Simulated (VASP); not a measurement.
A run of VASP 6.6.1 is set up as follows.

INCAR

```
  ALGO = Normal
  EDIFF = 1E-6
  ENCUT = 520
  GGA = PS
  ISIF = 2
  ISMEAR = 0
  LASPH = T
  LCHARG = T
  LELF = T
  LREAL = F
  LVHAR = T
  LWAVE = F
  NBANDS = 46
  NELM = 100
  PREC = Accurate
  SIGMA = 0.05
```

The input KPOINTS:

```
k-points
0
Gamma
  4 4 8
```

Contents of POSCAR:

```
Zn4HO4
1.0
    5.5148137916      0.0000000000      0.0000000000
    0.0000000000      5.5148137916      0.0000000000
    0.0000000000      0.0000000000      3.2430062931
Zn O H
4 4 1
Direct
    0.1820657240      0.1820657240      0.5000000000
    0.8179342760      0.8179342760      0.5000000000
    0.6820657240      0.3179342760      0.0000000000
    0.3179342760      0.6820657240      0.0000000000
    0.8180023132      0.1819976868      0.5000000000
    0.1819976868      0.8180023132      0.5000000000
    0.6819976868      0.6819976868      0.0000000000
    0.3180023132      0.3180023132      0.0000000000
    1.0000405349     -0.1180023132      0.3000000000
```

Potentials or basis: VASP PAW PBE potentials, release 64 (Zn, O, H).

Run with:

```console
$ cat potpaw_PBE.64/Zn/POTCAR potpaw_PBE.64/O/POTCAR potpaw_PBE.64/H/POTCAR > POTCAR
$ mpirun -np 1 vasp_std > vasp.out
```

(1) Estimate the largest force.

(2) Estimate the pressure.

Results:

(1) 9.497 eV/Å.

(2) 14.2 GPa.

Caveat: the PAW data sets were made with another functional, which shifts forces and pressure a little; an odd number of electrons without spin polarisation forces a metal; a magnetic or distorted state may lie lower.
